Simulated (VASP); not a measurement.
# SnO3 (ReO3 type) (Pm-3m) in VASP: notebook

The runs below take SnO3 (ReO3 type) through single point, with PBE.

All numbers are computed with VASP 6.6.1; they aren't measurements. Logs are shortened: lines on timing, memory, paths and dates and some standing lists are left out, and cuts for length are marked.

## (1) The cell of the first run

The structure is cubic, space group Pm-3m (No. 221). The conventional cell has a = 4.102 Å, b = 4.102 Å, c = 4.102 Å, α = 90.00°, β = 90.00°, γ = 90.00°. Sn (site symmetry m-3m) has 6 O at 2.05 Å within 2.7 Å. O (site symmetry 4/mmm) has 2 Sn at 2.05 Å within 2.7 Å.

## (2) Single point, PBE

INCAR reads:

```
SYSTEM = SnO3
PREC = Accurate ; ENCUT = 520
EDIFF = 1E-7 ; ISMEAR = -1
SIGMA = 0.06122561905347299 ; LREAL = .False.
LASPH = .True. ; NELM = 100
ALGO = Normal ; ISIF = 2
LWAVE = .False. ; LCHARG = .True.
GGA = PE ; LELF = .True.
LVHAR = .True. ; NBANDS = 24
```

KPOINTS reads:

```
regular mesh
0
Gamma
  27 27 27
  0 0 0
```

POSCAR reads:

```
SnO3
1.0
    4.1018712723      0.0000000000      0.0000000000
    0.0000000000      4.1018712723      0.0000000000
    0.0000000000      0.0000000000      4.1018712723
Sn O
1 3
Direct
    0.0000000000      0.0000000000      0.0000000000
    0.5000000000      0.0000000000      0.0000000000
    0.0000000000      0.5000000000      0.0000000000
    0.0000000000      0.0000000000      0.5000000000
```

Potentials or basis: VASP PAW PBE potentials, release 64 (Sn_d, O).

Started as:

```bash
$ cat potpaw_PBE.64/Sn_d/POTCAR potpaw_PBE.64/O/POTCAR > POTCAR
$ mpirun -np 1 vasp_std > vasp.out
```

OUTCAR:

```text
SYSTEM = SnO3
   PREC = Accurate
   ENCUT = 520
   EDIFF = 1E-7
   ISMEAR = -1
   LREAL = .False.
   LASPH = .True.
   NELM = 100
   ISIF = 2
   GGA = PE

 ion  position               nearest neighbor table
   1  0.000  0.000  0.000-   2 2.05   3 2.05   4 2.05   4 2.05   3 2.05   2 2.05
   2  0.500  0.000  0.000-   1 2.05   1 2.05
   3  0.000  0.500  0.000-   1 2.05   1 2.05
   4  0.000  0.000  0.500-   1 2.05   1 2.05

  LATTYP: Found a simple cubic cell.
 ALAT       =     4.1018712723

  Lattice vectors:

 A1 = (   4.1018712723,   0.0000000000,   0.0000000000)
 A2 = (   0.0000000000,   4.1018712723,   0.0000000000)
 A3 = (   0.0000000000,   0.0000000000,   4.1018712723)

Analysis of symmetry for initial positions (statically):
=====================================================================
 Subroutine PRICEL returns:
 Original cell was already a primitive cell.

 Routine SETGRP: Setting up the symmetry group for a
 simple cubic supercell.

 Subroutine GETGRP returns: Found 48 space group operations
 (whereof 48 operations were pure point group operations)
 out of a pool of 48 trial point group operations.

The static configuration has the point symmetry O_h .

Analysis of symmetry for dynamics (positions and initial velocities):
=====================================================================
 Subroutine PRICEL returns:
 Original cell was already a primitive cell.

 Routine SETGRP: Setting up the symmetry group for a
 simple cubic supercell.

 Subroutine GETGRP returns: Found 48 space group operations
 (whereof 48 operations were pure point group operations)
 out of a pool of 48 trial point group operations.

The dynamic configuration has the point symmetry O_h .

 Subroutine INISYM returns: Found 48 space group operations
 (whereof 48 operations are pure point group operations),
 and found     1 'primitive' translations

----------------------------------------------------------------------------------------

                                     Primitive cell

  volume of cell :      69.0154

  direct lattice vectors                    reciprocal lattice vectors
     4.101871272  0.000000000  0.000000000     0.243791171  0.000000000  0.000000000
     0.000000000  4.101871272  0.000000000     0.000000000  0.243791171  0.000000000
     0.000000000  0.000000000  4.101871272     0.000000000  0.000000000  0.243791171

  length of vectors
     4.101871272  4.101871272  4.101871272     0.243791171  0.243791171  0.243791171

  position of ions in fractional coordinates (direct lattice)
     0.000000000  0.000000000  0.000000000
     0.500000000  0.000000000  0.000000000
     0.000000000  0.500000000  0.000000000
     0.000000000  0.000000000  0.500000000

  ion indices of the primitive-cell ions
   primitive index   ion index
                 1           1
                 2           2
                 3           3
                 4           4

----------------------------------------------------------------------------------------

 KPOINTS: regular mesh

Automatic generation of k-mesh.
 Grid dimensions read from file:
 generate k-points for:   27   27   27

 Generating k-lattice:

  Cartesian coordinates                     Fractional coordinates (reciprocal lattice)
     0.009029303  0.000000000  0.000000000     0.037037037  0.000000000  0.000000000
     0.000000000  0.009029303  0.000000000     0.000000000  0.037037037  0.000000000
     0.000000000  0.000000000  0.009029303     0.000000000  0.000000000  0.037037037

  Length of vectors
     0.009029303  0.009029303  0.009029303

  Shift w.r.t. Gamma in fractional coordinates (k-lattice)
     0.000000000  0.000000000  0.000000000

 Subroutine IBZKPT returns following result:
 ===========================================

 Found    560 irreducible k-points:

 Following reciprocal coordinates:
            Coordinates               Weight
  0.000000  0.000000  0.000000      1.000000
  0.037037  0.000000  0.000000      6.000000
  0.074074  0.000000  0.000000      6.000000
  0.111111  0.000000  0.000000      6.000000
  0.148148  0.000000  0.000000      6.000000
  0.185185  0.000000  0.000000      6.000000
[... 16 lines left out ...]
  0.333333  0.037037  0.000000     24.000000
  0.370370  0.037037  0.000000     24.000000
 [... further k-points ...]
   k-points           NKPTS =    560   k-points in BZ     NKDIM =    560   number of bands    NBANDS=     24
   number of dos      NEDOS =    301   number of ions     NIONS =      4
   total plane-waves  NPLWV =  32768
   dimension x,y,z NGX =    32 NGY =   32 NGZ =   32
   dimension x,y,z NGXF=    64 NGYF=   64 NGZF=   64
   ions per type =               1   3
   NGX,Y,Z   is equivalent  to a cutoff of  12.97, 12.97, 12.97 a.u.
   NGXF,Y,Z  is equivalent  to a cutoff of  25.94, 25.94, 25.94 a.u.
 SYSTEM =  SnO3
   PREC   = accura    normal or accurate (medium, high low for compatibility)
   ISTART =      0    job   : 0-new  1-cont  2-samecut
   ICHARG =      2    charge: 1-file 2-atom 10-const
   ISPIN  =      1    spin polarized calculation?
   LNONCOLLINEAR =      F non collinear calculations
   LSORBIT =      F    spin-orbit coupling
   LASPH  =      T    aspherical Exc in radial PAW
   ENCUT  =  520.0 eV  38.22 Ry    6.18 a.u.   7.63  7.63  7.63*2*pi/ulx,y,z
   NELM   =    100;   NELMIN=  2; NELMDL= -5     # of ELM steps
   EDIFF  = 0.1E-06   stopping-criterion for ELM
   LREAL  =      F    real-space projection
   EDIFFG = 0.1E-05   stopping-criterion for IOM
   NSW    =      0    number of steps for IOM
   IBRION =     -1    ionic relax: 0-MD 1-quasi-New 2-CG
   NFREE  =      0    steps in history (QN), initial steepest desc. (CG)
   ISIF   =      2    stress and relaxation
   ISYM   =      2    0-nonsym 1-usesym 2-fastsym
   POTIM  = 0.5000    time-step for ionic-motion
   TEBEG  =    0.0;   TEEND  =   0.0 temperature during run
   PSTRESS=    0.0 pullay stress
   NELECT =      32.0000    total number of electrons
   NUPDOWN=      -1.0000    fix difference up-down
   EMIN   =  10.00;   EMAX   =-10.00  energy-range for DOS
   EFERMI =   0.00;   METHOD = LEGACY
   ISMEAR =    -1;   SIGMA  =   0.06  broadening in eV -4-tet -1-fermi 0-gaus
   EFERMI_NEDOS =   21; number of points for ismear=-14 and -15
   IALGO  =     38    algorithm
   IMIX   =      4    mixing-type and parameters
     AMIX     =   0.40;   BMIX     =  1.00
     AMIX_MAG =   1.60;   BMIX_MAG =  1.00
  volume/ion in A,a.u.               =      17.25       116.43
  Fermi-wavevector in a.u.,A,eV,Ry     =   1.267096  2.394464 21.844587  1.605532
  Thomas-Fermi vector in A             =   2.400262
   LORBIT       =      0    0 simple, 1 ext, 2 COOP (PROOUT), +10 PAW based schemes
   GGA     = PE    functional components
[... 5 lines left out ...]
 non-spin polarized calculation
  energy-cutoff  :      520.00
  volume of cell :       69.02
 maximum number of plane-waves:      1880
 NGX is ok and might be reduce to    32
   NGX = 15   NGY = 15   NGZ = 15

 number of electron      32.0000022 magnetization

 Free energy of the ion-electron system (eV)
  ---------------------------------------------------
  ext. energy  EPLUGINS =         0.00000000
  ---------------------------------------------------
  free energy    TOTEN  =       -20.19092658 eV

  energy without entropy =      -20.12210506  energy(sigma->0) =      -20.15651582

 E-fermi :  -0.1883     XC(G=0):  -8.5722

 val. band max:       -0.1888195330   @ k =   0.3704   0.1852   0.1481
 cond. band min:      -0.1877195530   @ k =   0.4815   0.2593   0.2593
 fundamental gap:      0.0010999800
 Fermi energy:        -0.1882607816

 k-point     1 :       0.0000    0.0000    0.0000
  band No.  band energies     occupation
      1     -20.3166      2.00000
      2     -20.3166      2.00000
      3     -19.3857      2.00000
      4     -19.3857      2.00000
      5     -19.3857      2.00000
      6     -17.6348      2.00000
[... 16 lines left out ...]
     23      14.0367      0.00000
     24      14.0367      0.00000

 k-point     2 :       0.0370    0.0000    0.0000
  band No.  band energies     occupation
      1     -20.3165      2.00000
      2     -20.3123      2.00000
      3     -19.3860      2.00000
      4     -19.3860      2.00000
      5     -19.3857      2.00000
      6     -17.6302      2.00000
[... 16 lines left out ...]
     23      14.0537      0.00000
     24      14.1454      0.00000

 k-point     3 :       0.0741    0.0000    0.0000
  band No.  band energies     occupation
      1     -20.3164      2.00000
      2     -20.2996      2.00000
      3     -19.3866      2.00000
      4     -19.3866      2.00000
      5     -19.3857      2.00000
      6     -17.6164      2.00000
[... 16 lines left out ...]
     23      14.1043      0.00000
     24      14.3320      0.00000

 k-point     4 :       0.1111    0.0000    0.0000
  band No.  band energies     occupation
      1     -20.3163      2.00000
      2     -20.2792      2.00000
      3     -19.3876      2.00000
      4     -19.3876      2.00000
      5     -19.3857      2.00000
      6     -17.5929      2.00000
[... 16 lines left out ...]
     23      14.1870      0.00000
     24      14.5027      0.00000

 k-point     5 :       0.1481    0.0000    0.0000
  band No.  band energies     occupation
      1     -20.3161      2.00000
      2     -20.2519      2.00000
      3     -19.3890      2.00000
      4     -19.3890      2.00000
      5     -19.3857      2.00000
      6     -17.5595      2.00000
[... 451 lines left out ...]
 k-point    22 :       0.2963    0.0370    0.0000
  band No.  band energies     occupation
      1     -20.3120      2.00000
      2     -20.1034      2.00000
      3     -19.3963      2.00000
      4     -19.3960      2.00000
      5     -19.3857      2.00000
      6     -17.3062      2.00000
[... 16 lines left out ...]
     23      14.0658      0.00000
     24      14.7409      0.00000

 k-point    23 :       0.3333    0.0370    0.0000
  band No.  band energies     occupation
      1     -20.3117      2.00000
      2     -20.0669      2.00000
      3     -19.3980      2.00000
      4     -19.3977      2.00000
      5     -19.3857      2.00000
      6     -17.2115      2.00000
[... 16 lines left out ...]
     23      13.7297      0.00000
     24      14.7504      0.00000

 k-point    24 :       0.3704    0.0370    0.0000
  band No.  band energies     occupation
      1     -20.3115      2.00000
      2     -20.0346      2.00000
      3     -19.3995      2.00000
      4     -19.3992      2.00000
      5     -19.3856      2.00000
      6     -17.1035      2.00000
[... 16 lines left out ...]
     23      13.3582      0.00000
     24      14.7215      0.00000

 [... further k-points ...]

------------------------ aborting loop because EDIFF is reached ----------------------------------------

  FORCE on cell =-STRESS in cart. coord.  units (eV):
  Direction    XX          YY          ZZ          XY          YZ          ZX
  --------------------------------------------------------------------------------------
  -------------------------------------------------------------------------------------
  Total       -0.7894082     -0.7894082     -0.7894082     -0.0000000      0.0000000     -0.0000000
  in kB      -18.3259353    -18.3259353    -18.3259353     -0.0000000      0.0000000     -0.0000000
  external PRESSURE =     -18.3259353 kB  Pullay stress =       0.0000000 kB

 VOLUME and BASIS-vectors are now :
 -----------------------------------------------------------------------------
  energy-cutoff  :      520.00
  volume of cell :       69.02
      direct lattice vectors                 reciprocal lattice vectors
     4.101871272  0.000000000  0.000000000     0.243791171  0.000000000  0.000000000
     0.000000000  4.101871272  0.000000000     0.000000000  0.243791171  0.000000000
     0.000000000  0.000000000  4.101871272     0.000000000  0.000000000  0.243791171

 POSITION                                       TOTAL-FORCE (eV/Angst)
 -----------------------------------------------------------------------------------
      0.00000      0.00000      0.00000         0.000000      0.000000      0.000000
      2.05094      0.00000      0.00000         0.000000      0.000000      0.000000
      0.00000      2.05094      0.00000         0.000000      0.000000      0.000000
      0.00000      0.00000      2.05094         0.000000      0.000000      0.000000
 -----------------------------------------------------------------------------------
    total drift:                                0.000000      0.000000     -0.000000

  FREE ENERGIE OF THE ION-ELECTRON SYSTEM (eV)
  ---------------------------------------------------
  free  energy   TOTEN  =       -20.1909265765 eV

  energy  without entropy=      -20.1221050570  energy(sigma->0) =      -20.15651582
```

It took 14 min on 1 thread of Oxide Virtual Turin-like, shared host; peak memory 0.76 GiB.

What came out:

| Item | Value |
| --- | --- |
| Free energy | -20.1909 eV |
| Pressure | -1.8 GPa |
| Band gap on the k mesh | zero (bands 16 and 17 overlap by 0.82 eV) |

Caveat: spin-orbit coupling is left out, which moves the levels of the heavy elements.

## (3) Single point, PBE

This run uses another cell than the first one, of 17.93 Å³/atom.

INCAR reads:

```
SYSTEM = SnO3
ALGO     = Normal         ! electronic algorithm
EDIFF    = 1E-6           ! SCF threshold, eV
ENCUT    = 520            ! plane-wave cutoff, eV
GGA      = PE             ! functional
ISIF     = 2              ! what is computed and relaxed
ISMEAR   = -1             ! smearing method
LASPH    = .TRUE.         ! aspherical terms in the spheres
LCHARG   = .TRUE.         ! write CHGCAR
LELF     = .TRUE.         ! ELF
LREAL    = .FALSE.        ! projectors in reciprocal space
LVHAR    = .TRUE.       
LWAVE    = .FALSE.        ! write WAVECAR
NBANDS   = 24             ! bands
NELM     = 100            ! most SCF steps
PREC     = Accurate       ! precision mode
SIGMA    = 0.06122561905347299 ! smearing width, eV
```

KPOINTS reads:

```
k-points
0
G
  27 27 27
  0 0 0
```

POSCAR reads:

```
SnO3
1.0
    4.1548044818      0.0000000000      0.0000000000
    0.0000000000      4.1548044818      0.0000000000
    0.0000000000      0.0000000000      4.1548044818
Sn O
1 3
Direct
    0.0000000000      0.0000000000      0.0000000000
    0.5000000000      0.0000000000      0.0000000000
    0.0000000000      0.5000000000      0.0000000000
    0.0000000000      0.0000000000      0.5000000000
```

Potentials or basis: VASP PAW PBE potentials, release 64 (Sn_d, O).

Started as:

```bash
$ cat potpaw_PBE.64/Sn_d/POTCAR potpaw_PBE.64/O/POTCAR > POTCAR
$ mpirun -np 1 vasp_std > vasp.out
```

It took 8.7 min on 1 thread of Oxide Virtual Turin-like, shared host; peak memory 0.77 GiB.

Results (log left out):

```
Free energy            : -20.1307 eV
Pressure               : -5.5 GPa
Band gap on the k mesh : zero (bands 16 and 17 overlap by 0.78 eV)
```

Levels at points of the mesh, in eV from the Fermi level:
```csv
k point,band 13,band 14,band 15,band 16,band 17,band 18,band 19,band 20
"(0.00, 0.00, 0.00)",-0.37,-0.37,-0.30,-0.30,-0.30,1.32,8.08,13.32
```

Caveat: the cell stands under tension; semilocal functionals underestimate gaps, so a narrow gap can read as zero; spin-orbit coupling is left out, which moves the levels of the heavy elements.
